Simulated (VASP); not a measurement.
Here is a VASP 6.6.1 calculation.

The input INCAR:

```
SYSTEM = TaH
ALGO = Normal
EDIFF = 1E-6
ENCUT = 500
GGA = PE
GGA_COMPAT = .False.
ISIF = 2
ISMEAR = 0
LASPH = .True.
LCHARG = .True.
LELF = .True.
LREAL = .False.
LVHAR = .True.
LWAVE = .False.
NBANDS = 20
NELM = 120
PREC = Accurate
SIGMA = 0.1
```

KPOINTS

```
k-points
0
Gamma
  6 6 4
  0 0 0
```

File POSCAR:

```
TaH
1.0
    2.9543541385      0.0000000000      0.0000000000
   -1.4771770692      2.5585457357      0.0000000000
    0.0000000000      0.0000000000      5.3531675191
Ta H
2 2
Direct
    0.3333333333      0.6666666667      0.2500000000
    0.6666666667      0.3333333333      0.7500000000
    0.0000000000      0.0000000000      0.5000000000
    0.0000000000      0.0000000000      0.0000000000
```

Potentials or basis: VASP PAW PBE potentials, release 64 (Ta_pv, H).

Command:

```console
$ cat potpaw_PBE.64/Ta_pv/POTCAR potpaw_PBE.64/H/POTCAR > POTCAR
$ mpirun -np 1 vasp_std > vasp.out
```

(1) Estimate the band gap on the k mesh.

(2) What does it give for the pressure?

Results:

(1) zero (band 12 reaches 6.23 eV, above the bottom of band 13 at 5.61 eV).

(2) -0.7 GPa.

Caveat: the k points lie up to 0.41 Å⁻¹ apart; spin-orbit coupling is left out, which moves the levels of the heavy elements.
